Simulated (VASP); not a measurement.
# LiSb2 (P6/mmm) in VASP: a series of runs

LiSb2 is run at these levels: PBE; tasks: single point, relaxation of cell and atoms.

Everything below comes from runs of VASP 6.6.1. Logs are shortened: lines on timing, memory, paths and dates and some standing lists are left out, and cuts for length are marked.

## Step 1: The cell of the first run

Symmetry: P6/mmm, No. 191, hexagonal system. The conventional cell has a = 5.341 Å, b = 5.341 Å, c = 3.163 Å, α = 90.00°, β = 90.00°, γ = 120.00°. Within 4.2 Å of Li (site symmetry 6/mmm) lie 2 Li at 3.16 Å and 12 Sb at 3.47 Å. Within 4.1 Å of Sb (site symmetry -6m2) lie 5 Sb at 3.08 to 3.16 Å and 6 Li at 3.47 Å.

The cell was built from a structure type or drawn by symmetry, and may not be a known phase.

## Step 2: Single point, PBE

Contents of INCAR:

```
SYSTEM = LiSb2
  PREC = Accurate
  ENCUT = 520
  EDIFF = 1E-7
  ISMEAR = 0
  SIGMA = 0.1
  LREAL = .FALSE.
  LASPH = .TRUE.
  NELM = 100
  ALGO = Normal
  ISIF = 2
  LWAVE = .FALSE.
  LCHARG = .TRUE.
  GGA = PE
  LELF = .TRUE.
  LVHAR = .TRUE.
  NBANDS = 14
```

Contents of KPOINTS:

```
Automatic mesh
0
G
  12 12 14
  0 0 0
```

Contents of POSCAR:

```
LiSb2
1.0
    5.3405406490      0.0000000000      0.0000000000
   -2.6702703245      4.6250438720      0.0000000000
    0.0000000000      0.0000000000      3.1631007226
Li Sb
1 2
Direct
    0.0000000000      0.0000000000      0.0000000000
    0.3333333333      0.6666666667      0.5000000000
    0.6666666667      0.3333333333      0.5000000000
```

Potentials or basis: VASP PAW PBE potentials, release 64 (Li_sv, Sb).

Run with:

```
cat potpaw_PBE.64/Li_sv/POTCAR potpaw_PBE.64/Sb/POTCAR > POTCAR
mpirun -np 1 vasp_std > vasp.out
```

OUTCAR:

```text
SYSTEM = LiSb2
   PREC = Accurate
   ENCUT = 520
   EDIFF = 1E-7
   ISMEAR = 0
   LREAL = .FALSE.
   LASPH = .TRUE.
   NELM = 100
   ISIF = 2
   GGA = PE

 ion  position               nearest neighbor table
   1  0.000  0.000  0.000-
   2  0.333  0.667  0.500-   3 3.08   3 3.08   3 3.08
   3  0.667  0.333  0.500-   2 3.08   2 3.08   2 3.08

  LATTYP: Found a hexagonal cell.
 ALAT       =     5.3405406490
 C/A-ratio  =     0.5922809937

  Lattice vectors:

 A1 = (   5.3405406490,   0.0000000000,   0.0000000000)
 A2 = (  -2.6702703245,   4.6250438720,   0.0000000000)
 A3 = (   0.0000000000,   0.0000000000,   3.1631007226)

Analysis of symmetry for initial positions (statically):
=====================================================================
 Subroutine PRICEL returns:
 Original cell was already a primitive cell.

 Routine SETGRP: Setting up the symmetry group for a
 hexagonal supercell.

 Subroutine GETGRP returns: Found 24 space group operations
 (whereof 24 operations were pure point group operations)
 out of a pool of 24 trial point group operations.

The static configuration has the point symmetry D_6h.

Analysis of symmetry for dynamics (positions and initial velocities):
=====================================================================
 Subroutine PRICEL returns:
 Original cell was already a primitive cell.

 Routine SETGRP: Setting up the symmetry group for a
 hexagonal supercell.

 Subroutine GETGRP returns: Found 24 space group operations
 (whereof 24 operations were pure point group operations)
 out of a pool of 24 trial point group operations.

The dynamic configuration has the point symmetry D_6h.

 Subroutine INISYM returns: Found 24 space group operations
 (whereof 24 operations are pure point group operations),
 and found     1 'primitive' translations

----------------------------------------------------------------------------------------

                                     Primitive cell

  volume of cell :      78.1293

  direct lattice vectors                    reciprocal lattice vectors
     5.340540649  0.000000000  0.000000000     0.187246960  0.108107083  0.000000000
    -2.670270325  4.625043872  0.000000000     0.000000000  0.216214165  0.000000000
     0.000000000  0.000000000  3.163100723     0.000000000  0.000000000  0.316145481

  length of vectors
     5.340540649  5.340540649  3.163100723     0.216214165  0.216214165  0.316145481

  position of ions in fractional coordinates (direct lattice)
     0.000000000  0.000000000  0.000000000
     0.333333333  0.666666667  0.500000000
     0.666666667  0.333333333  0.500000000

  ion indices of the primitive-cell ions
   primitive index   ion index
                 1           1
                 2           2
                 3           3

----------------------------------------------------------------------------------------

 KPOINTS: Automatic mesh

Automatic generation of k-mesh.
 Grid dimensions read from file:
 generate k-points for:   12   12   14

 Generating k-lattice:

  Cartesian coordinates                     Fractional coordinates (reciprocal lattice)
     0.015603913  0.009008924  0.000000000     0.083333333 -0.000000000  0.000000000
     0.000000000  0.018017847  0.000000000     0.000000000  0.083333333  0.000000000
     0.000000000  0.000000000  0.022581820     0.000000000  0.000000000  0.071428571

  Length of vectors
     0.018017847  0.018017847  0.022581820

  Shift w.r.t. Gamma in fractional coordinates (k-lattice)
     0.000000000  0.000000000  0.000000000

 Subroutine IBZKPT returns following result:
 ===========================================

 Found    152 irreducible k-points:

 Following reciprocal coordinates:
            Coordinates               Weight
  0.000000  0.000000  0.000000      1.000000
  0.083333 -0.000000  0.000000      6.000000
  0.166667  0.000000  0.000000      6.000000
  0.250000  0.000000  0.000000      6.000000
  0.333333 -0.000000  0.000000      6.000000
  0.416667 -0.000000  0.000000      6.000000
[... 16 lines left out ...]
  0.250000  0.000000  0.071429     12.000000
  0.333333 -0.000000  0.071429     12.000000
 [... further k-points ...]
   k-points           NKPTS =    152   k-points in BZ     NKDIM =    152   number of bands    NBANDS=     14
   number of dos      NEDOS =    301   number of ions     NIONS =      3
   total plane-waves  NPLWV =  38400
   dimension x,y,z NGX =    40 NGY =   40 NGZ =   24
   dimension x,y,z NGXF=    80 NGYF=   80 NGZF=   48
   ions per type =               1   2
   NGX,Y,Z   is equivalent  to a cutoff of  12.45, 12.45, 12.61 a.u.
   NGXF,Y,Z  is equivalent  to a cutoff of  24.90, 24.90, 25.23 a.u.
 SYSTEM =  LiSb2
   PREC   = accura    normal or accurate (medium, high low for compatibility)
   ISTART =      0    job   : 0-new  1-cont  2-samecut
   ICHARG =      2    charge: 1-file 2-atom 10-const
   ISPIN  =      1    spin polarized calculation?
   LNONCOLLINEAR =      F non collinear calculations
   LSORBIT =      F    spin-orbit coupling
   LASPH  =      T    aspherical Exc in radial PAW
   ENCUT  =  520.0 eV  38.22 Ry    6.18 a.u.   9.93  9.93  5.88*2*pi/ulx,y,z
   NELM   =    100;   NELMIN=  2; NELMDL= -5     # of ELM steps
   EDIFF  = 0.1E-06   stopping-criterion for ELM
   LREAL  =      F    real-space projection
   EDIFFG = 0.1E-05   stopping-criterion for IOM
   NSW    =      0    number of steps for IOM
   IBRION =     -1    ionic relax: 0-MD 1-quasi-New 2-CG
   NFREE  =      0    steps in history (QN), initial steepest desc. (CG)
   ISIF   =      2    stress and relaxation
   ISYM   =      2    0-nonsym 1-usesym 2-fastsym
   POTIM  = 0.5000    time-step for ionic-motion
   TEBEG  =    0.0;   TEEND  =   0.0 temperature during run
   PSTRESS=    0.0 pullay stress
   NELECT =      13.0000    total number of electrons
   NUPDOWN=      -1.0000    fix difference up-down
   EMIN   =  10.00;   EMAX   =-10.00  energy-range for DOS
   EFERMI =   0.00;   METHOD = LEGACY
   ISMEAR =     0;   SIGMA  =   0.10  broadening in eV -4-tet -1-fermi 0-gaus
   EFERMI_NEDOS =   21; number of points for ismear=-14 and -15
   IALGO  =     38    algorithm
   IMIX   =      4    mixing-type and parameters
     AMIX     =   0.40;   BMIX     =  1.00
     AMIX_MAG =   1.60;   BMIX_MAG =  1.00
  volume/ion in A,a.u.               =      26.04       175.75
  Fermi-wavevector in a.u.,A,eV,Ry     =   0.900433  1.701571 11.031318  0.810779
  Thomas-Fermi vector in A             =   2.023390
   LORBIT       =      0    0 simple, 1 ext, 2 COOP (PROOUT), +10 PAW based schemes
   GGA     = PE    functional components
   LHFCALC =     F    Hartree Fock is set to
   AEXX    =    0.0000 exact exchange contribution
   IVDW    =     0    specifies the selected vdW correction
   LEPSILON=     F    determine dielectric tensor
   LRPA    =     F    only Hartree local field effects (RPA)
 non-spin polarized calculation
 Gauss-broadening in eV      SIGMA  =   0.10
  energy-cutoff  :      520.00
  volume of cell :       78.13
 maximum number of plane-waves:      2127
 NGX is ok and might be reduce to    40
   NGX = 19   NGY = 19   NGZ = 11

 number of electron      13.0000008 magnetization

 Free energy of the ion-electron system (eV)
  ---------------------------------------------------
  ext. energy  EPLUGINS =         0.00000000
  ---------------------------------------------------
  free energy    TOTEN  =       -10.53444898 eV

  energy without entropy =      -10.52751943  energy(sigma->0) =      -10.53098421

 E-fermi :   5.9403     XC(G=0):  -9.0751

 val. band max:        5.9269387316   @ k =   0.3333  -0.0000   0.0714
 cond. band min:       5.9616843650   @ k =   0.3333   0.1667   0.1429
 fundamental gap:      0.0347456334
 Fermi energy:         5.9402912502

 k-point     1 :       0.0000    0.0000    0.0000
  band No.  band energies     occupation
      1     -41.5134      2.00000
      2      -5.9961      2.00000
      3      -1.9131      2.00000
      4       2.2106      2.00000
      5       2.2106      2.00000
      6       4.6986      2.00000
      7       4.6986      2.00000
      8       7.3853      0.00000
      9       8.9291      0.00000
     10      12.3374      0.00000
     11      12.9078      0.00000
     12      14.3022      0.00000
     13      14.3022      0.00000
     14      17.0533      0.00000

 k-point     2 :       0.0833   -0.0000    0.0000
  band No.  band energies     occupation
      1     -41.5134      2.00000
      2      -5.9587      2.00000
      3      -2.0505      2.00000
      4       2.1163      2.00000
      5       2.2916      2.00000
      6       4.7135      2.00000
      7       4.8825      2.00000
      8       7.6010      0.00000
      9       8.9679      0.00000
     10      12.2555      0.00000
     11      12.9347      0.00000
     12      13.8812      0.00000
     13      14.1004      0.00000
     14      16.9132      0.00000

 k-point     3 :       0.1667    0.0000    0.0000
  band No.  band energies     occupation
      1     -41.5135      2.00000
      2      -5.8479      2.00000
      3      -2.4056      2.00000
      4       1.9016      2.00000
      5       2.4444      2.00000
      6       4.8511      2.00000
      7       5.3634      2.00000
      8       8.1816      0.00000
      9       9.0824      0.00000
     10      12.0294      0.00000
     11      12.8396      0.00000
     12      13.1083      0.00000
     13      13.4861      0.00000
     14      16.5986      0.00000
[... 324 lines left out ...]
 k-point    23 :       0.2500    0.0000    0.0714
  band No.  band energies     occupation
      1     -41.5133      2.00000
      2      -5.5989      2.00000
      3      -2.7973      2.00000
      4       1.7384      2.00000
      5       2.5955      2.00000
      6       5.3036      2.00000
      7       6.1003      0.02362
      8       8.3688      0.00000
      9       9.0710      0.00000
     10      10.9197      0.00000
     11      11.8395      0.00000
     12      12.5912      0.00000
     13      14.1464      0.00000
     14      15.2889      0.00000

 k-point    24 :       0.3333   -0.0000    0.0714
  band No.  band energies     occupation
      1     -41.5133      2.00000
      2      -5.3660      2.00000
      3      -3.2758      2.00000
      4       1.5488      2.00000
      5       2.5892      2.00000
      6       5.9269      1.14978
      7       6.8648      0.00000
      8       8.6025      0.00000
      9       9.9343      0.00000
     10      10.4701      0.00000
     11      10.9051      0.00000
     12      11.5856      0.00000
     13      14.3154      0.00000
     14      14.9714      0.00000

 [... further k-points ...]
[... 5 lines left out ...]
  --------------------------------------------------------------------------------------
  -------------------------------------------------------------------------------------
  Total       -0.0167657     -0.0167657     -0.0027369      0.0000000      0.0000000     -0.0000000
  in kB       -0.3438088     -0.3438088     -0.0561258      0.0000000      0.0000000     -0.0000000
  external PRESSURE =      -0.2479145 kB  Pullay stress =       0.0000000 kB

 VOLUME and BASIS-vectors are now :
 -----------------------------------------------------------------------------
  energy-cutoff  :      520.00
  volume of cell :       78.13
      direct lattice vectors                 reciprocal lattice vectors
     5.340540649  0.000000000  0.000000000     0.187246960  0.108107083  0.000000000
    -2.670270325  4.625043872  0.000000000     0.000000000  0.216214165  0.000000000
     0.000000000  0.000000000  3.163100723     0.000000000  0.000000000  0.316145481

 POSITION                                       TOTAL-FORCE (eV/Angst)
 -----------------------------------------------------------------------------------
      0.00000      0.00000      0.00000         0.000000      0.000000     -0.000000
     -0.00000      3.08336      1.58155         0.000000     -0.000000     -0.000000
      2.67027      1.54168      1.58155        -0.000000      0.000000      0.000000
 -----------------------------------------------------------------------------------
    total drift:                                0.000000     -0.000000      0.000000

  FREE ENERGIE OF THE ION-ELECTRON SYSTEM (eV)
  ---------------------------------------------------
  free  energy   TOTEN  =       -10.5344489838 eV

  energy  without entropy=      -10.5275194294  energy(sigma->0) =      -10.53098421
```

It took 46 s on 1 thread of Intel Xeon 6975P-C (Granite Rapids), shared host; peak memory 0.29 GiB.

What came out:

```yaml
Free_energy: -10.5344 eV
Band_gap_on_the_k_mesh: zero (an odd number of electrons rules out a gap without spin polarisation)
```

Caveat: the cutoff is under 1.25 times the usual one of these potentials, so pressure, stress and relaxed cells hold a basis-set (Pulay) error; spin-orbit coupling is left out, which moves the levels of the heavy elements.

## Step 3: Relaxation of cell and atoms, PBE

Contents of INCAR:

```
ALGO = Normal
EDIFF = 1E-7
EDIFFG = -0.01
ENCUT = 600
GGA = PE
IBRION = 2
ISIF = 3
ISMEAR = 0
LASPH = True
LCHARG = False
LREAL = False
LWAVE = False
NELM = 100
NSW = 100
PREC = Accurate
SIGMA = 0.1
```

Contents of KPOINTS:

```
k-points
0
Gamma
  12 12 14
```

Contents of POSCAR:

```
LiSb2
1.0
    5.3869558163      0.0000000000      0.0000000000
   -2.6934779081      4.6652405860      0.0000000000
    0.0000000000      0.0000000000      3.1058162887
Li Sb
1 2
Direct
    0.0000000000      0.0000000000      0.0000000000
    0.3333333333      0.6666666667      0.5000000000
    0.6666666667      0.3333333333      0.5000000000
```

Potentials or basis: VASP PAW PBE potentials, release 64 (Li_sv, Sb).

Run with:

```
cat potpaw_PBE.64/Li_sv/POTCAR potpaw_PBE.64/Sb/POTCAR > POTCAR
mpirun -np 1 vasp_std > vasp.out
```

It took 2 min on 1 thread of Intel Xeon 6975P-C (Granite Rapids), shared host; peak memory 0.34 GiB.

It converged, with:

| Item | Value |
| --- | --- |
| Free energy | -10.5339 eV |
| Relaxed volume | 26.04 Å³/atom |
| Relaxed cell | a = 5.340 Å, b = 5.340 Å, c = 3.163 Å, α = 90.00°, β = 90.00°, γ = 120.00° |
| Space group after relaxing (to 0.1 Å) | P6/mmm (No. 191) |
| Energy gained by relaxing | 3.8 meV/atom |
| Ionic steps | 3 |
| Pressure after relaxing | 0.0 GPa |
| Band gap on the k mesh | zero (an odd number of electrons rules out a gap without spin polarisation) |

Step by step:
| step | energy change (eV) | largest force (eV/Å) | pressure (GPa) | volume (Å³) |
| --- | --- | --- | --- | --- |
| 1 | 0.0000 | 0.0000 | 0.02 | 78.05 |
| 2 | -0.0097 | 0.0000 | -0.02 | 78.09 |
| 3 | -0.0114 | 0.0000 | -0.03 | 78.11 |

Final structure:
```xyz
3
Lattice="5.3400 0.0000 0.0000 -2.6700 4.6246 0.0000 0.0000 0.0000 3.1627" Properties=species:S:1:pos:R:3 pbc="T T T"
Li    0.0000    0.0000    0.0000
Sb    0.0000    3.0831    1.5814
Sb    2.6700    1.5415    1.5814
```

Levels at points of the mesh, in eV from the Fermi level:
| k point | band 4 | band 5 | band 6 | band 7 | band 8 | band 9 | band 10 |
| --- | --- | --- | --- | --- | --- | --- | --- |
| (0.00, 0.00, 0.00) | -3.73 | -3.73 | -1.24 | -1.24 | 1.44 | 2.99 | 6.40 |
| (0.50, 0.00, 0.00) | -4.62 | -3.47 | 1.03 | 2.01 | 3.11 | 3.94 | 4.21 |
| (0.00, 0.00, 0.50) | -5.30 | -1.92 | -1.83 | -1.83 | 1.41 | 1.41 | 2.51 |
| (0.50, 0.00, 0.50) | -4.49 | -3.45 | -2.56 | -1.41 | 2.29 | 2.56 | 3.29 |

Caveat: the cutoff is under 1.25 times the usual one of these potentials, so pressure, stress and relaxed cells hold a basis-set (Pulay) error; spin-orbit coupling is left out, which moves the levels of the heavy elements.

## Step 4: Single point, PBE

Contents of INCAR:

```
  PREC = Accurate
  ENCUT = 520
  EDIFF = 1E-7
  ISMEAR = 0
  SIGMA = 0.1
  LREAL = False
  LASPH = True
  NELM = 100
  ALGO = Normal
  ISIF = 2
  LWAVE = False
  LCHARG = False
  GGA = PE
  NBANDS = 14
```

Contents of KPOINTS:

```
Automatic mesh
0
Gamma
  12 12 14
```

Contents of POSCAR:

```
LiSb2
1.0
    5.3405406490      0.0000000000      0.0000000000
   -2.6702703245      4.6250438720      0.0000000000
    0.0000000000      0.0000000000      3.1631007226
Li Sb
1 2
Direct
    0.0000000000      0.0000000000      0.0000000000
    0.3333333333      0.6666666667      0.5000000000
    0.6666666667      0.3333333333      0.5000000000
```

Run with:

```
cat potpaw_PBE.64/Li_sv/POTCAR potpaw_PBE.64/Sb/POTCAR > POTCAR
mpirun -np 1 vasp_std > vasp.out
```

Wall time 46 s (1 thread of Intel Xeon 6975P-C (Granite Rapids), shared host); peak memory 0.29 GiB.

The run converged. Its results:

| Property | Result |
| --- | --- |
| Free energy | -10.5344 eV |
| Band gap on the k mesh | zero (an odd number of electrons rules out a gap without spin polarisation) |

Levels at points of the mesh, in eV from the Fermi level:
```
           k point  band 5  band 6  band 7  band 8  band 9  band 10
(0.00, 0.00, 0.00)   -3.73   -1.24   -1.24    1.45    2.99     6.40
(0.50, 0.00, 0.00)   -3.47    1.03    2.01    3.11    3.94     4.21
(0.00, 0.00, 0.50)   -1.92   -1.83   -1.83    1.41    1.41     2.51
(0.50, 0.00, 0.50)   -3.45   -2.56   -1.41    2.29    2.56     3.29
```

Caveat: the cutoff is under 1.25 times the usual one of these potentials, so pressure, stress and relaxed cells hold a basis-set (Pulay) error; spin-orbit coupling is left out, which moves the levels of the heavy elements.
